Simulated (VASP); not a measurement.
# NiO5 (Cmmm) in VASP: single point with PBE

Aim: the single point of NiO5 with PBE.

All numbers are computed with VASP 6.6.1; they aren't measurements. Logs are shortened: lines on timing, memory, paths and dates and some standing lists are left out, and cuts for length are marked.

### 1 The cell of the first run

The structure is orthorhombic, space group Cmmm (No. 65). The conventional cell has a = 3.507 Å, b = 9.894 Å, c = 3.970 Å, α = 90.00°, β = 90.00°, γ = 90.00°. Within 2.3 Å of Ni (site symmetry mmm) lie 6 O at 1.75 to 2.21 Å. Within 1.7 Å of O (site symmetry m) lie 1 O at 1.25 Å. Within 2.3 Å of O (site symmetry mmm) lie 2 Ni at 1.75 Å.

The cell was built from a structure type or drawn by symmetry, and may not be a known phase.

### 2 Single point, PBE, collinear spin

File INCAR:

```
SYSTEM = NiO5
ALGO = Normal
EDIFF = 1E-7
ENCUT = 520
GGA = PE
ISIF = 2
ISMEAR = 0
ISPIN = 2
LASPH = .TRUE.
LCHARG = .TRUE.
LELF = .TRUE.
LMAXMIX = 4
LORBIT = 11
LREAL = .FALSE.
LVHAR = .TRUE.
LWAVE = .FALSE.
MAGMOM = 1.01 0 0 0 0 0.46
NBANDS = 33
NELM = 150
PREC = Accurate
SIGMA = 0.1
```

File KPOINTS:

```
k-points
0
G
  10 10 8
  0 0 0
```

File POSCAR:

```
NiO5
1.0
    1.7532945419     -4.9468753150      0.0000000000
    1.7532945419      4.9468753150      0.0000000000
    0.0000000000      0.0000000000      3.9701895698
Ni O
1 5
Direct
    0.5000000000      0.5000000000      0.0000000000
    0.6761614877      0.3238385123      0.3431419394
    0.3238385123      0.6761614877      0.3431419394
    0.3238385123      0.6761614877      0.6568580606
    0.6761614877      0.3238385123      0.6568580606
    0.0000000000      0.0000000000      0.0000000000
```

Potentials or basis: VASP PAW PBE potentials, release 64 (Ni, O).

Launch:

```sh
$ cat potpaw_PBE.64/Ni/POTCAR potpaw_PBE.64/O/POTCAR > POTCAR
$ mpirun -np 1 vasp_std > vasp.out
```

OUTCAR:

```text
SYSTEM = NiO5
   EDIFF = 1E-7
   ENCUT = 520
   GGA = PE
   ISIF = 2
   ISMEAR = 0
   ISPIN = 2
   LASPH = .TRUE.
   LORBIT = 11
   LREAL = .FALSE.
   NELM = 150
   PREC = Accurate

 ion  position               nearest neighbor table
   1  0.500  0.500  0.000-   6 1.75   6 1.75   4 2.21   5 2.21   2 2.21   3 2.21
   2  0.676  0.324  0.343-   5 1.25   1 2.21
   3  0.324  0.676  0.343-   4 1.25   1 2.21
   4  0.324  0.676  0.657-   3 1.25   1 2.21
   5  0.676  0.324  0.657-   2 1.25   1 2.21
   6  0.000  0.000  0.000-   1 1.75   1 1.75

  LATTYP: Found a base centered orthorhombic cell.
 ALAT       =     3.5065890838
 B/A-ratio  =     2.8214742000
 C/A-ratio  =     1.1322083868

  Lattice vectors:

 A1 = (   1.7532945419,  -4.9468753150,   0.0000000000)
 A2 = (   1.7532945419,   4.9468753150,   0.0000000000)
 A3 = (   0.0000000000,   0.0000000000,   3.9701895698)

Analysis of symmetry for initial positions (statically):
=====================================================================
 Subroutine PRICEL returns:
 Original cell was already a primitive cell.

 Routine SETGRP: Setting up the symmetry group for a
 base centered orthorhombic supercell.

 Subroutine GETGRP returns: Found  8 space group operations
 (whereof  8 operations were pure point group operations)
 out of a pool of  8 trial point group operations.

The static configuration has the point symmetry D_2h.

Analysis of symmetry for dynamics (positions and initial velocities):
=====================================================================
 Subroutine PRICEL returns:
 Original cell was already a primitive cell.

 Routine SETGRP: Setting up the symmetry group for a
 base centered orthorhombic supercell.

 Subroutine GETGRP returns: Found  8 space group operations
 (whereof  8 operations were pure point group operations)
 out of a pool of  8 trial point group operations.

The dynamic configuration has the point symmetry D_2h.

Analysis of structural, dynamic, and magnetic symmetry:
=====================================================================
 Subroutine PRICEL returns:
 Original cell was already a primitive cell.

 Routine SETGRP: Setting up the symmetry group for a
 base centered orthorhombic supercell.

 Subroutine GETGRP returns: Found  8 space group operations
 (whereof  8 operations were pure point group operations)
 out of a pool of  8 trial point group operations.

The overall configuration has the point symmetry D_2h.

[... 138 lines left out ...]
 Gauss-broadening in eV      SIGMA  =   0.10
  energy-cutoff  :      520.00
  volume of cell :       68.87
 maximum number of plane-waves:      1882
   NGX = 19   NGY = 19   NGZ = 15

 number of electron      39.9999981 magnetization       1.5786596

 Free energy of the ion-electron system (eV)
  ---------------------------------------------------
  ext. energy  EPLUGINS =         0.00000000
  ---------------------------------------------------
  free energy    TOTEN  =       -30.56517464 eV

  energy without entropy =      -30.54875489  energy(sigma->0) =      -30.55696477

 E-fermi :   1.8441     XC(G=0):  -9.8047

 val. band max:        1.8417729428   @ k =   0.4000   0.1000   0.3750
 cond. band min:       1.8451658179   @ k =  -0.4000   0.1000   0.3750
 fundamental gap:      0.0033928751
 Fermi energy:         1.8440901814

 spin component 1

 k-point     1 :       0.0000    0.0000    0.0000
  band No.  band energies     occupation
      1     -24.8874      1.00000
      2     -23.8761      1.00000
      3     -16.5081      1.00000
      4     -13.1915      1.00000
      5     -12.0170      1.00000
      6      -7.2443      1.00000
[... 829 lines left out ...]
     31      15.0836      0.00000
     32      16.1873      0.00000

 [... further k-points ...]

 spin component 2

 k-point     1 :       0.0000    0.0000    0.0000
  band No.  band energies     occupation
      1     -24.8707      1.00000
      2     -23.8573      1.00000
      3     -15.7155      1.00000
      4     -13.1695      1.00000
      5     -11.9854      1.00000
      6      -7.1926      1.00000
[... 829 lines left out ...]
     31      15.2067      0.00000
     32      16.2134      0.00000

 [... further k-points ...]

 [bands above 32 left out]

------------------------ aborting loop because EDIFF is reached ----------------------------------------

  FORCE on cell =-STRESS in cart. coord.  units (eV):
  Direction    XX          YY          ZZ          XY          YZ          ZX
  --------------------------------------------------------------------------------------
  -------------------------------------------------------------------------------------
  Total        0.0758084     -0.1312079      2.0168101     -0.0000000      0.0000000      0.0000000
  in kB        1.7636022     -3.0524153     46.9189740     -0.0000000      0.0000000      0.0000000
  external PRESSURE =      15.2100536 kB  Pullay stress =       0.0000000 kB

 VOLUME and BASIS-vectors are now :
 -----------------------------------------------------------------------------
  energy-cutoff  :      520.00
  volume of cell :       68.87
      direct lattice vectors                 reciprocal lattice vectors
     1.753294542 -4.946875315  0.000000000     0.285177412 -0.101073904  0.000000000
     1.753294542  4.946875315  0.000000000     0.285177412  0.101073904  0.000000000
     0.000000000  0.000000000  3.970189570     0.000000000  0.000000000  0.251877141

 POSITION                                       TOTAL-FORCE (eV/Angst)
 -----------------------------------------------------------------------------------
      1.75329      0.00000      0.00000         0.000000      0.000000      0.000000
      1.75329     -1.74290      1.36234         0.000000      0.002761     -0.848745
      1.75329      1.74290      1.36234         0.000000     -0.002761     -0.848745
      1.75329      1.74290      2.60785         0.000000     -0.002761      0.848745
      1.75329     -1.74290      2.60785         0.000000      0.002761      0.848745
      0.00000      0.00000      0.00000        -0.000000      0.000000      0.000000
 -----------------------------------------------------------------------------------
    total drift:                               -0.000000     -0.000000      0.000000

  FREE ENERGIE OF THE ION-ELECTRON SYSTEM (eV)
  ---------------------------------------------------
  free  energy   TOTEN  =       -30.5651746437 eV

  energy  without entropy=      -30.5487548895  energy(sigma->0) =      -30.55696477

 total charge

# of ion       s       p       d       tot
------------------------------------------
    1        0.395   0.539   8.251   9.185
    2        1.613   3.298   0.000   4.912
    3        1.613   3.298   0.000   4.912
    4        1.613   3.298   0.000   4.912
    5        1.613   3.298   0.000   4.912
    6        1.571   3.381   0.000   4.952
--------------------------------------------------
tot          8.419  17.113   8.251  33.783

 magnetization (x)

# of ion       s       p       d       tot
------------------------------------------
    1        0.019   0.000   0.962   0.981
    2        0.002   0.008   0.000   0.010
    3        0.002   0.008   0.000   0.010
    4        0.002   0.008   0.000   0.010
    5        0.002   0.008   0.000   0.010
    6        0.009   0.439   0.000   0.449
--------------------------------------------------
tot          0.036   0.473   0.962   1.470
```

OSZICAR:

```text
N       E                     dE             d eps       ncg     rms          rms(c)
DAV:   1     0.341762722909E+03    0.34176E+03   -0.19452E+04 20484   0.128E+03
DAV:   2    -0.490027969943E+01   -0.34666E+03   -0.31718E+03 22576   0.335E+02
DAV:   3    -0.403607093327E+02   -0.35460E+02   -0.34458E+02 25268   0.115E+02
DAV:   4    -0.410335931845E+02   -0.67288E+00   -0.67032E+00 21890   0.163E+01
[... 13 lines left out ...]
DAV:  18    -0.305651741712E+02    0.14903E-05   -0.64212E-05 24231   0.771E-02    0.226E-02
DAV:  19    -0.305651747394E+02   -0.56818E-06   -0.10196E-05 24773   0.195E-02    0.103E-02
DAV:  20    -0.305651745087E+02    0.23067E-06   -0.20175E-06 23594   0.169E-02    0.339E-03
DAV:  21    -0.305651746262E+02   -0.11753E-06   -0.31214E-07 21420   0.329E-03    0.165E-03
DAV:  22    -0.305651746437E+02   -0.17445E-07   -0.10585E-07 11107   0.388E-03
   1 F= -.30565175E+02 E0= -.30556965E+02  d E =-.164198E-01  mag=     1.5786
```

Wall time 11 min (1 thread of AMD EPYC 9R45 (Zen 5), shared host); peak memory 0.57 GiB.

Results:

```yaml
Free_energy: -30.5652 eV
Pressure: 1.5 GPa
Largest_force: 0.849 eV/Å
Net_moment: 1.58 μB per cell
Site_moments: Ni +0.98; O +0.01, +0.45 (each value once) μB
Valence_electrons_inside_the_program's_atomic_spheres: Ni 9.19; O 4.91, 4.95 (each value once)
```

Forces on the atoms (eV/Å):
```
Ni   0.000  0.000  0.000
O    0.000  0.003 -0.849
O    0.000 -0.003 -0.849
O    0.000 -0.003  0.849
O    0.000  0.003  0.849
O    0.000  0.000  0.000
```

Stress tensor (GPa, compression positive):
```
 0.18  0.00  0.00
 0.00 -0.31  0.00
 0.00  0.00  4.69
```

Caveat: the standard files for N, O and F lose accuracy on very short bonds; a cell with one magnetic atom can't hold antiferromagnetic order, which such compounds often take; semilocal functionals often make such compounds metallic where correlation or magnetic order opens a gap, which also shifts bond lengths. With open d or f shells a metallic result of PBE can be an artefact of self-interaction; +U or a hybrid may open a gap.
